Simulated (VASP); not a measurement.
## CdIr: single point with r2SCAN

Crystal: CdIr.

```
Cd Ir
1.0
     3.28538    0.00000    0.00000
    -1.64269    2.84522    0.00000
     0.00000    0.00000    4.44784
Cd Ir
1 1
Cartesian
  0.0000 0.0000 0.0000
  0.0000 0.0000 2.2239
```

* Program: VASP 6.6.1
* Task: single point
* Functional: r2SCAN
* Potentials or basis: VASP PAW PBE potentials, release 64 (Cd, Ir)
* Cutoff: 520 eV
* k mesh: 8 × 8 × 5
* Occupations: methfessel-paxton, width 0.1 eV
* Spin: no spin polarisation

```json
{
 "Pressure": "26.6 GPa"
}
```

Stress tensor (GPa, compression positive):
```
-24.02   0.00   0.00
  0.00 -24.02   0.00
  0.00   0.00 127.91
```

Levels at points of the mesh, in eV from the Fermi level:
```tsv
k point	band 7	band 8	band 9	band 10	band 11	band 12	band 13	band 14
(0.00, 0.00, 0.00)	-3.21	-1.42	-1.42	-0.16	-0.16	1.33	6.81	11.86
(0.50, 0.00, 0.00)	-2.25	-1.45	-1.33	-0.40	0.42	2.13	5.64	6.39
```

It took 56 s on 1 thread of Intel(R) Xeon(R) Platinum 8375C CPU @ 2.90GHz (Ice Lake), with other jobs on the host, peak memory 0.17 GiB.

Caveat: the PAW data sets were made with another functional, which shifts forces and pressure a little; spin-orbit coupling is left out, which moves the levels of the heavy elements.
